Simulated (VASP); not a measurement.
# CoO (P6_3mc) in VASP: single point with PBEsol

Aim: the single point of CoO with PBEsol.

Everything below comes from runs of VASP 6.6.1. Logs are shortened: lines on timing, memory, paths and dates and some standing lists are left out, and cuts for length are marked.

**1. The cell of the first run**

The structure is hexagonal, space group P6_3mc (No. 186). The conventional cell has a = 3.050 Å, b = 3.050 Å, c = 5.674 Å, α = 90.00°, β = 90.00°, γ = 120.00°. Co (site symmetry 3m) has 4 O at 1.94 to 2.02 Å within 2.6 Å. O (site symmetry 3m) has 4 Co at 1.94 to 2.02 Å within 2.6 Å.

**2. Single point, PBEsol, collinear spin, antiferromagnetic start (strain +0.000 along x and y, +0.080 along z)**

Input file INCAR:

```
SYSTEM = CoO
ALGO = Normal
EDIFF = 1E-6
ENCUT = 520
GGA = PS
ISIF = 2
ISMEAR = 0
ISPIN = 2
LASPH = .TRUE.
LCHARG = .TRUE.
LELF = .TRUE.
LMAXMIX = 4
LORBIT = 11
LREAL = .FALSE.
LVHAR = .TRUE.
LWAVE = .FALSE.
MAGMOM = -2.08 2.08 0.16 -0.16
NBANDS = 27
NELM = 150
PREC = Accurate
SIGMA = 0.15
```

Input file KPOINTS:

```
k-points
0
G
  18 18 10
  0 0 0
```

Input file POSCAR:

```
CoO
1.0
    3.0504927388      0.0000000000      0.0000000000
   -1.5252463694      2.6418042058      0.0000000000
    0.0000000000      0.0000000000      5.6738251409
Co O
2 2
Direct
    0.0000000000      0.0000000000      0.0094969459
    0.3333333333      0.6666666667      0.5095034253
    0.0000000000      0.0000000000      0.3655057128
    0.3333333333      0.6666666667      0.8654949159
```

Potentials or basis: VASP PAW PBE potentials, release 64 (Co, O).

On the command line:

```sh
cat potpaw_PBE.64/Co/POTCAR potpaw_PBE.64/O/POTCAR > POTCAR
mpirun -np 1 vasp_std > vasp.out
```

OUTCAR:

```text
SYSTEM = CoO
   EDIFF = 1E-6
   ENCUT = 520
   GGA = PS
   ISIF = 2
   ISMEAR = 0
   ISPIN = 2
   LASPH = .TRUE.
   LORBIT = 11
   LREAL = .FALSE.
   NELM = 150
   PREC = Accurate

 ion  position               nearest neighbor table
   1  0.000  0.000  0.009-   4 1.94   4 1.94   4 1.94   3 2.02
   2  0.333  0.667  0.510-   3 1.94   3 1.94   3 1.94   4 2.02
   3  0.000  0.000  0.366-   2 1.94   2 1.94   2 1.94   1 2.02
   4  0.333  0.667  0.865-   1 1.94   1 1.94   1 1.94   2 2.02

  LATTYP: Found a hexagonal cell.
 ALAT       =     3.0504927388
 C/A-ratio  =     1.8599700529

  Lattice vectors:

 A1 = (   3.0504927388,   0.0000000000,   0.0000000000)
 A2 = (  -1.5252463694,   2.6418042058,   0.0000000000)
 A3 = (   0.0000000000,   0.0000000000,   5.6738251409)

Analysis of symmetry for initial positions (statically):
=====================================================================
 Subroutine PRICEL returns:
 Original cell was already a primitive cell.

 Routine SETGRP: Setting up the symmetry group for a
 hexagonal supercell.

 Subroutine GETGRP returns: Found  6 space group operations
 (whereof  6 operations were pure point group operations)
 out of a pool of 24 trial point group operations.

The static configuration has the point symmetry C_3v.

Analysis of symmetry for dynamics (positions and initial velocities):
=====================================================================
 Subroutine PRICEL returns:
 Original cell was already a primitive cell.

 Routine SETGRP: Setting up the symmetry group for a
 hexagonal supercell.

 Subroutine GETGRP returns: Found  6 space group operations
 (whereof  6 operations were pure point group operations)
 out of a pool of 24 trial point group operations.

The dynamic configuration has the point symmetry C_3v.

Analysis of structural, dynamic, and magnetic symmetry:
=====================================================================
 Subroutine PRICEL returns:
 Original cell was already a primitive cell.

 Routine SETGRP: Setting up the symmetry group for a
 hexagonal supercell.

 Subroutine GETGRP returns: Found  6 space group operations
 (whereof  6 operations were pure point group operations)
 out of a pool of 24 trial point group operations.

The overall configuration has the point symmetry C_3v.

 Subroutine INISYM returns: Found  6 space group operations
 (whereof  6 operations are pure point group operations),
 and found     1 'primitive' translations

----------------------------------------------------------------------------------------

                                     Primitive cell

  volume of cell :      45.7242

  direct lattice vectors                    reciprocal lattice vectors
     3.050492739  0.000000000  0.000000000     0.327815893  0.189264594  0.000000000
    -1.525246369  2.641804206  0.000000000     0.000000000  0.378529188  0.000000000
     0.000000000  0.000000000  5.673825141     0.000000000  0.000000000  0.176247941

  length of vectors
     3.050492739  3.050492739  5.673825141     0.378529188  0.378529188  0.176247941

  position of ions in fractional coordinates (direct lattice)
     0.000000000  0.000000000  0.009496946
     0.333333333  0.666666667  0.509503425
     0.000000000  0.000000000  0.365505713
     0.333333333  0.666666667  0.865494916

  ion indices of the primitive-cell ions
   primitive index   ion index
                 1           1
                 2           2
                 3           3
                 4           4

----------------------------------------------------------------------------------------

 KPOINTS: k-points

Automatic generation of k-mesh.
 Grid dimensions read from file:
 generate k-points for:   18   18   10

 Generating k-lattice:

  Cartesian coordinates                     Fractional coordinates (reciprocal lattice)
     0.018211994  0.010514700  0.000000000     0.055555556  0.000000000  0.000000000
     0.000000000  0.021029399  0.000000000     0.000000000  0.055555556  0.000000000
     0.000000000  0.000000000  0.017624794     0.000000000  0.000000000  0.100000000

  Length of vectors
     0.021029399  0.021029399  0.017624794

  Shift w.r.t. Gamma in fractional coordinates (k-lattice)
     0.000000000  0.000000000  0.000000000

 Subroutine IBZKPT returns following result:
 ===========================================

 Found    330 irreducible k-points:

 Following reciprocal coordinates:
            Coordinates               Weight
  0.000000  0.000000  0.000000      1.000000
  0.055556  0.000000  0.000000      6.000000
  0.111111  0.000000  0.000000      6.000000
  0.166667 -0.000000  0.000000      6.000000
  0.222222 -0.000000  0.000000      6.000000
  0.277778  0.000000  0.000000      6.000000
[... 16 lines left out ...]
  0.333333  0.111111  0.000000     12.000000
  0.388889  0.111111  0.000000     12.000000
 [... further k-points ...]
   k-points           NKPTS =    330   k-points in BZ     NKDIM =    330   number of bands    NBANDS=     27
   number of dos      NEDOS =    301   number of ions     NIONS =      4
   total plane-waves  NPLWV =  24192
   dimension x,y,z NGX =    24 NGY =   24 NGZ =   42
   dimension x,y,z NGXF=    48 NGYF=   48 NGZF=   84
   ions per type =               2   2
   NGX,Y,Z   is equivalent  to a cutoff of  13.08, 13.08, 12.31 a.u.
   NGXF,Y,Z  is equivalent  to a cutoff of  26.16, 26.16, 24.61 a.u.
 SYSTEM =  CoO
   PREC   = accura    normal or accurate (medium, high low for compatibility)
   ISTART =      0    job   : 0-new  1-cont  2-samecut
   ICHARG =      2    charge: 1-file 2-atom 10-const
   ISPIN  =      2    spin polarized calculation?
   LNONCOLLINEAR =      F non collinear calculations
   LSORBIT =      F    spin-orbit coupling
   LASPH  =      T    aspherical Exc in radial PAW
   ENCUT  =  520.0 eV  38.22 Ry    6.18 a.u.   5.67  5.67 10.55*2*pi/ulx,y,z
   NELM   =    150;   NELMIN=  2; NELMDL= -5     # of ELM steps
   EDIFF  = 0.1E-05   stopping-criterion for ELM
   LREAL  =      F    real-space projection
   EDIFFG = 0.1E-04   stopping-criterion for IOM
   NSW    =      0    number of steps for IOM
   IBRION =     -1    ionic relax: 0-MD 1-quasi-New 2-CG
   NFREE  =      0    steps in history (QN), initial steepest desc. (CG)
   ISIF   =      2    stress and relaxation
   ISYM   =      2    0-nonsym 1-usesym 2-fastsym
   POTIM  = 0.5000    time-step for ionic-motion
   TEBEG  =    0.0;   TEEND  =   0.0 temperature during run
   PSTRESS=    0.0 pullay stress
   NELECT =      30.0000    total number of electrons
   NUPDOWN=      -1.0000    fix difference up-down
   EMIN   =  10.00;   EMAX   =-10.00  energy-range for DOS
   EFERMI =   0.00;   METHOD = LEGACY
   ISMEAR =     0;   SIGMA  =   0.15  broadening in eV -4-tet -1-fermi 0-gaus
   EFERMI_NEDOS =   21; number of points for ismear=-14 and -15
   IALGO  =     38    algorithm
   IMIX   =      4    mixing-type and parameters
     AMIX     =   0.40;   BMIX     =  1.00
     AMIX_MAG =   1.60;   BMIX_MAG =  1.00
  volume/ion in A,a.u.               =      11.43        77.14
  Fermi-wavevector in a.u.,A,eV,Ry     =   1.422546  2.688223 27.533264  2.023638
  Thomas-Fermi vector in A             =   2.543239
   LORBIT       =     11    0 simple, 1 ext, 2 COOP (PROOUT), +10 PAW based schemes
   GGA     = PS    functional components
   LHFCALC =     F    Hartree Fock is set to
   AEXX    =    0.0000 exact exchange contribution
   IVDW    =     0    specifies the selected vdW correction
   LEPSILON=     F    determine dielectric tensor
   LRPA    =     F    only Hartree local field effects (RPA)
 spin polarized calculation
 Gauss-broadening in eV      SIGMA  =   0.15
  energy-cutoff  :      520.00
  volume of cell :       45.72
 maximum number of plane-waves:      1252
 NGX is ok and might be reduce to    24
   NGX = 11   NGY = 11   NGZ = 21

 number of electron      30.0000006 magnetization      -0.0000816

 number of electron      30.0000006 magnetization       0.0002653

 Free energy of the ion-electron system (eV)
  ---------------------------------------------------
  ext. energy  EPLUGINS =         0.00000000
  ---------------------------------------------------
  free energy    TOTEN  =       -28.30466609 eV

  energy without entropy =      -28.23936346  energy(sigma->0) =      -28.27201478

 E-fermi :   5.9389     XC(G=0): -11.5002

 val. band max:        5.9377681692   @ k =   0.2778   0.1667   0.4000
 cond. band min:       5.9402039071   @ k =   0.4444   0.0556   0.1000
 fundamental gap:      0.0024357379
 Fermi energy:         5.9389480982

 spin component 1

 k-point     1 :       0.0000    0.0000    0.0000
  band No.  band energies     occupation
      1     -13.9225      1.00000
      2     -13.3044      1.00000
      3      -1.3339      1.00000
      4      -0.1187      1.00000
      5       0.2359      1.00000
      6       0.2359      1.00000
[... 19 lines left out ...]
     26      22.2413      0.00000
     27      22.6833      0.00000
[... 667 lines left out ...]
      5       0.1895      1.00000
      6       0.3668      1.00000
[... 19 lines left out ...]
     26      20.6165      0.00000
     27      21.8964      0.00000

 [... further k-points ...]

 spin component 2

 k-point     1 :       0.0000    0.0000    0.0000
  band No.  band energies     occupation
      1     -13.9225      1.00000
      2     -13.3042      1.00000
      3      -1.3339      1.00000
      4      -0.1184      1.00000
      5       0.2360      1.00000
      6       0.2360      1.00000
[... 19 lines left out ...]
     26      22.2414      0.00000
     27      22.6833      0.00000
[... 667 lines left out ...]
      5       0.1894      1.00000
      6       0.3668      1.00000
[... 19 lines left out ...]
     26      20.6165      0.00000
     27      21.8965      0.00000

 [... further k-points ...]

------------------------ aborting loop because EDIFF is reached ----------------------------------------

  FORCE on cell =-STRESS in cart. coord.  units (eV):
  Direction    XX          YY          ZZ          XY          YZ          ZX
  --------------------------------------------------------------------------------------
  -------------------------------------------------------------------------------------
  Total       -1.7366597     -1.7366597     -5.9718014      0.0000000      0.0000000      0.0000000
  in kB      -60.8525453    -60.8525453   -209.2518797      0.0000000      0.0000000      0.0000000
  external PRESSURE =    -110.3189901 kB  Pullay stress =       0.0000000 kB

 VOLUME and BASIS-vectors are now :
 -----------------------------------------------------------------------------
  energy-cutoff  :      520.00
  volume of cell :       45.72
      direct lattice vectors                 reciprocal lattice vectors
     3.050492739  0.000000000  0.000000000     0.327815893  0.189264594  0.000000000
    -1.525246369  2.641804206  0.000000000     0.000000000  0.378529188  0.000000000
     0.000000000  0.000000000  5.673825141     0.000000000  0.000000000  0.176247941

 POSITION                                       TOTAL-FORCE (eV/Angst)
 -----------------------------------------------------------------------------------
      0.00000      0.00000      0.05388        -0.000000      0.000000      0.427128
     -0.00000      1.76120      2.89083        -0.000000      0.000000      0.426675
      0.00000      0.00000      2.07382         0.000000      0.000000     -0.427189
     -0.00000      1.76120      4.91067         0.000000     -0.000000     -0.426615
 -----------------------------------------------------------------------------------
    total drift:                                0.000000      0.000000     -0.001301

  FREE ENERGIE OF THE ION-ELECTRON SYSTEM (eV)
  ---------------------------------------------------
  free  energy   TOTEN  =       -28.3046660942 eV

  energy  without entropy=      -28.2393634647  energy(sigma->0) =      -28.27201478

 total charge

# of ion       s       p       d       tot
------------------------------------------
    1        0.344   0.441   7.207   7.993
    2        0.344   0.441   7.208   7.993
    3        1.551   3.399   0.000   4.949
    4        1.551   3.399   0.000   4.949
--------------------------------------------------
tot          3.791   7.679  14.415  25.885

 magnetization (x)

# of ion       s       p       d       tot
------------------------------------------
    1       -0.004  -0.031  -2.185  -2.220
    2        0.004   0.031   2.185   2.219
    3        0.010   0.175   0.000   0.186
    4       -0.010  -0.175   0.000  -0.185
--------------------------------------------------
tot          0.000   0.000  -0.000  -0.000
```

Run time: 24 min. Hardware: 1 thread of Oxide Virtual Turin-like, shared host; peak memory 0.58 GiB.

What came out:

* Free energy: -28.3047 eV
* Pressure: -11.0 GPa
* Largest force: 0.427 eV/Å
* Band gap on the k mesh: zero (filled and empty bands overlap)
* Net moment: 0.00 μB per cell
* Site moments: Co -2.22, +2.22; O +0.19, -0.18 μB
* Valence electrons inside the program's atomic spheres: Co 7.99; O 4.95

Forces on the atoms (eV/Å):
```
Co   0.000  0.000  0.427
Co   0.000  0.000  0.427
O    0.000  0.000 -0.427
O    0.000  0.000 -0.427
```

Levels at points of the mesh, in eV from the Fermi level:
Spin up:
| k point | band 13 | band 14 | band 15 | band 16 | band 17 | band 18 |
| --- | --- | --- | --- | --- | --- | --- |
| (0.00, 0.00, 0.00) | -0.79 | -0.01 | -0.01 | 0.05 | 1.49 | 1.90 |
| (0.50, 0.00, 0.00) | -1.09 | -0.39 | -0.07 | 0.02 | 0.51 | 1.30 |
| (0.00, 0.00, 0.50) | -0.77 | 0.05 | 0.05 | 0.54 | 1.80 | 1.80 |
| (0.50, 0.00, 0.50) | -0.94 | -0.49 | -0.06 | -0.02 | 0.61 | 1.18 |
Spin down:
```tsv
k point	band 13	band 14	band 15	band 16	band 17	band 18
(0.00, 0.00, 0.00)	-0.79	-0.01	-0.01	0.05	1.49	1.90
(0.50, 0.00, 0.00)	-1.09	-0.39	-0.07	0.02	0.51	1.30
(0.00, 0.00, 0.50)	-0.77	0.05	0.05	0.54	1.80	1.80
(0.50, 0.00, 0.50)	-0.94	-0.49	-0.06	-0.02	0.61	1.18
```

Caveat: the cell differs from its parent crystal (strain +0.000 along x and y, +0.080 along z); the cell stands under tension; the PAW data sets were made with another functional, which shifts forces and pressure a little; semilocal functionals often make such compounds metallic where correlation or magnetic order opens a gap, which also shifts bond lengths.
